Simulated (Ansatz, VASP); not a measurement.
# GaGe3: VASP beside Ansatz

```xyz
4
Lattice="4.2785 0.0000 0.0000 0.0000 4.2785 0.0000 0.0000 0.0000 4.2785" Properties=species:S:1:pos:R:3 pbc="T T T"
Ge    2.1392    2.1392    0.0000
Ge    2.1392    0.0000    2.1392
Ge    0.0000    2.1392    2.1392
Ga    0.0000    0.0000    0.0000
```

Alike in both runs: functional PBEsol; k mesh 6 × 6 × 6; occupations fermi-dirac, width 0.05 eV; non-collinear spin, spin-orbit coupling.

|  | VASP | Ansatz |
| --- | --- | --- |
| version | VASP 6.6.1 | Ansatz 0.2.0 |
| potentials or method | VASP PAW PBE potentials, release 64 (Ge_d, Ga_d) | Ansatz PAW |
| plane-wave cutoff (eV) | 520 | 420 |
| valence electrons in the cell | 55 | 55 |
| task | single point | band structure |

|  | VASP | Ansatz | Ansatz less VASP |
| --- | --- | --- | --- |
| pressure (GPa) | -3.4 | -3.4 | -0.04 |
| net moment per atom (μB) | 0.00 | 0.00 | 0.000 |

VASP's potentials were made for PBE, not for PBEsol.
